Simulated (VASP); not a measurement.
Crystal: BAs.

```xyz
2
Lattice="2.1275 0.0000 0.0000 0.0000 3.1741 0.0000 0.0000 0.0000 4.9510" Properties=species:S:1:pos:R:3 pbc="T T T"
B     0.0000    1.5870    0.0000
As    1.0638    1.5870    2.4755
```

```yaml
Program: VASP 6.6.1
Task: relaxation of cell and atoms
Functional: BLYP
Dispersion: D4
Potentials_or_basis: VASP PAW PBE potentials, release 64 (B, As)
Cutoff: 600 eV
k_mesh: 12 × 8 × 6
Occupations: fermi-dirac, width 0.05 eV
Spin: no spin polarisation
```

At the start: pressure 5.8 GPa; volume 16.72 Å³/atom.

Question: How do energy, volume and symmetry change on relaxing?

Answer: Over 40 steps the energy falls by 1124.3 meV/atom and the volume is 12.96 Å³/atom (-22.5 %); space group P4/mmm (No. 123, to 0.05 Å).

The path:
```tsv
step	energy change (eV)	largest force (eV/Å)	pressure (GPa)	volume (Å³)
1	0.0000	0.0000	5.81	33.43
2	-0.7276	0.0000	-9.16	36.06
3	-0.7376	0.0000	-9.75	36.22
4	-0.7594	0.0000	-10.86	36.52
5	-0.8052	0.0000	-12.65	37.09
6	-1.3317	0.0000	-11.67	31.61
7	-0.0241	0.0000	54.98	21.58
8	-1.4883	0.0000	-5.94	29.90
9	-1.4268	0.0000	8.41	27.91
10	-1.4945	0.0000	10.91	28.82
11	-1.5081	0.0000	1.55	29.36
12	-1.5080	0.0000	4.35	29.21
13	-1.4966	0.0000	-6.37	29.71
14	-1.5153	0.0000	-0.33	29.38
15	-1.5361	0.0000	4.48	29.54
16	-1.6356	0.0000	4.99	29.82
17	-1.6098	0.0000	1.00	29.40
18	-1.6995	0.0000	-0.46	29.78
19	-1.7633	0.0000	-9.91	29.76
20	-1.6762	0.0000	-10.72	29.26
21	-1.7849	0.0000	-11.63	29.70
22	-1.7924	0.0000	-12.06	29.64
23	-1.7993	0.0000	-12.09	29.58
24	-1.8079	0.0000	-11.96	29.45
25	-1.8012	0.0000	-11.22	29.17
26	-1.8092	0.0000	-11.82	29.38
27	-1.8231	0.0000	-11.64	29.28
28	-1.8635	0.0000	-11.03	28.97
29	-1.9386	0.0000	-9.65	28.36
30	-2.0698	0.0000	-6.20	27.14
31	-2.1945	0.0000	6.93	24.78
32	-2.1959	0.0000	5.00	25.07
33	-2.2207	0.0000	4.02	25.21
34	-2.2452	0.0000	2.52	25.49
35	-2.2456	0.0000	2.35	25.53
36	-2.2480	0.0000	0.97	25.74
37	-2.2484	0.0000	0.07	25.88
38	-2.2484	0.0000	0.10	25.88
39	-2.2485	0.0000	0.09	25.89
40	-2.2486	0.0000	0.03	25.93
```

Final structure:
```
B As
1.0
     3.14919    0.00000    0.00000
     0.00000    2.60754    0.00000
     0.00000    0.00000    3.15730
B As
1 1
Direct
  0.00000 0.50000 0.00000
  0.50000 0.50000 0.50000
```

Caveat: the volume moved by over 15 % at a fixed basis, so the end points are rough; the PAW data sets were made with another functional, which shifts forces and pressure a little.
